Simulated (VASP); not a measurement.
Write the native input for VASP 6.6.1 that does the following.

```yaml
Task: single point
Functional: LDA
Potentials_or_basis: VASP PAW LDA potentials, release 64 (Si, C)
Cutoff: 520 eV
k_mesh: 10 × 10 × 3
Occupations: fermi-dirac, width 0.05 eV
Spin: no spin polarisation
Dipole_correction: no
Further_INCAR_settings: ALGO = Normal; EDIFF = 1e-07; NBANDS = 26
```

The structure of SiC lies in POSCAR:

```
SiC
1.0
    3.0550512851      0.0000000000      0.0000000000
   -1.5275256425      2.6457520228      0.0000000000
    0.0000000000      0.0000000000     10.0030562121
Si C
4 4
Direct
    0.0000000000      0.0000000000      0.1878943800
    0.0000000000      0.0000000000      0.6878943800
    0.3333333333      0.6666666667      0.4378419800
    0.6666666667      0.3333333333      0.9378419800
    0.0000000000      0.0000000000      0.0004600500
    0.0000000000      0.0000000000      0.5004600500
    0.3333333333      0.6666666667      0.2498025900
    0.6666666667      0.3333333333      0.7498025900
```

These files were run (other wordings do the same):

INCAR

```
SYSTEM = SiC
  PREC = Accurate
  ENCUT = 520
  EDIFF = 1E-7
  ISMEAR = -1
  SIGMA = 0.05
  LREAL = .FALSE.
  LASPH = .TRUE.
  NELM = 80
  ALGO = Normal
  ISIF = 2
  LWAVE = .FALSE.
  LCHARG = .FALSE.
  GGA = CA
  NBANDS = 26
```

KPOINTS

```
regular mesh
0
G
  10 10 3
  0 0 0
```

Potentials or basis: VASP PAW LDA potentials, release 64 (Si, C).

Run with:

```bash
$ cat potpaw_LDA.64/Si/POTCAR potpaw_LDA.64/C/POTCAR > POTCAR
$ mpirun -np 1 vasp_std > vasp.out
```

It gave:

```json
{"Pressure": "1.1 GPa", "Largest force": "0.004 eV/Å", "Band gap on the k mesh": "2.17 eV, indirect (least direct gap 3.30 eV)"}
```

Wall time 19 s on 1 thread of Intel(R) Xeon(R) 6975P-C (Granite Rapids) (shared host), peak memory 0.19 GiB.
